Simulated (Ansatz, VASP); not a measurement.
# One calculation of CuB3Os, two programs

```
Cu B Os
1.0
     2.91118    1.68077    3.35915
    -2.91118    1.68077    3.35915
     0.00000   -3.36154    3.35915
Cu B Os
2 6 2
Cartesian
  0.0000 0.0000 5.0387
  0.0000 0.0000 0.0000
  -0.8226 -1.6808 4.1989
  -1.0443 1.5528 4.1989
  0.8226 1.6808 5.8785
  -1.8669 -0.1279 5.8785
  1.0443 -1.5528 5.8785
  1.8669 0.1279 4.1989
  0.0000 0.0000 7.5581
  0.0000 0.0000 2.5194
```

Alike in both runs: functional PBE; k mesh 12 × 12 × 12; occupations gaussian, width 0.1 eV; no spin polarisation.

Ansatz relaxed the structure, and its values are those at the end. VASP's run is a single point on that final structure, the one shown.

```csv
,VASP,Ansatz
version,VASP 6.6.1,Ansatz 0.2.0
potentials or method,"VASP PAW PBE potentials, release 64 (Cu, B, Os), cutoff 520 eV","scalar-relativistic, plane waves, PAW"
valence electrons in the cell,56,88
```

Ansatz gave:

```
gap on the k mesh at the Fermi level (eV) : none
pressure (GPa)                            : 0.0
rms of the force components (eV/Å)        : 0.001
```

Which values does VASP return?

gap on the k mesh at the Fermi level (eV): none; pressure (GPa): 0.7; rms of the force components (eV/Å): 0.013.

A gap of «none» marks a metal or a gap that the smearing closes. VASP's potentials hold 56 valence electrons a cell and Ansatz's 88, so a difference there can come from the potentials and not from the codes.

Spin-orbit coupling is off throughout.
